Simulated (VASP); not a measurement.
**COH4: single point with PBE+D3(BJ)**

The system is COH4, in a box.

```
C O H
1.0
     5.47220    0.00000    0.00000
    -1.82407    5.15924    0.00000
     0.00000    0.00000   24.43933
C O H
1 1 4
Direct
  0.55324 0.73915 0.63776
  0.77868 0.78721 0.60329
  0.61570 0.78889 0.68027
  0.44322 0.53228 0.63388
  0.43203 0.85165 0.62336
  0.87621 0.97511 0.60074
```

```
Program                : VASP 6.6.1
Task                   : single point
Functional             : PBE
Dispersion             : D3(BJ)
Potentials or basis    : VASP PAW PBE potentials, release 64 (C, O, H)
Cutoff                 : 520 eV
k mesh                 : 4 × 4 × 1
Occupations            : gaussian, width 0.1 eV
Spin                   : no spin polarisation
Dipole correction      : yes
Further INCAR settings : ALGO = Normal; EDIFF = 1e-06; NBANDS = 16
```

```
Largest force                   : 0.926 eV/Å
Gap between the frontier levels : 4.72 eV (least direct gap 4.83 eV)
Dispersion energy per atom      : -0.012 eV
```

Forces in eV/Å, atoms in the order of the input:
```
C    0.478  0.563 -0.449
O    0.253  0.454 -0.152
H   -0.254 -0.088  0.168
H    0.009 -0.038  0.077
H   -0.088 -0.075  0.171
H   -0.398 -0.815  0.185
```

Levels at points of the mesh, in eV from the valence-band top:
| k point | band 4 | band 5 | band 6 | band 7 | band 8 | band 9 | band 10 | band 11 |
| --- | --- | --- | --- | --- | --- | --- | --- | --- |
| (0.00, 0.00, 0.00) | -4.47 | -4.14 | -1.70 | -0.12 | 4.72 | 5.67 | 6.17 | 6.85 |
| (0.50, 0.00, 0.00) | -4.51 | -4.14 | -1.66 | 0.00 | 5.34 | 6.04 | 6.98 | 7.06 |
| (0.00, 0.50, 0.00) | -4.47 | -4.17 | -1.72 | -0.11 | 5.57 | 6.55 | 6.90 | 7.30 |
| (0.50, 0.50, 0.00) | -4.50 | -4.18 | -1.71 | 0.00 | 6.08 | 6.59 | 7.18 | 7.41 |

Run time: 6.1 min on 1 thread of Intel Xeon 8259CL, with other jobs on the host, peak memory 0.74 GiB.
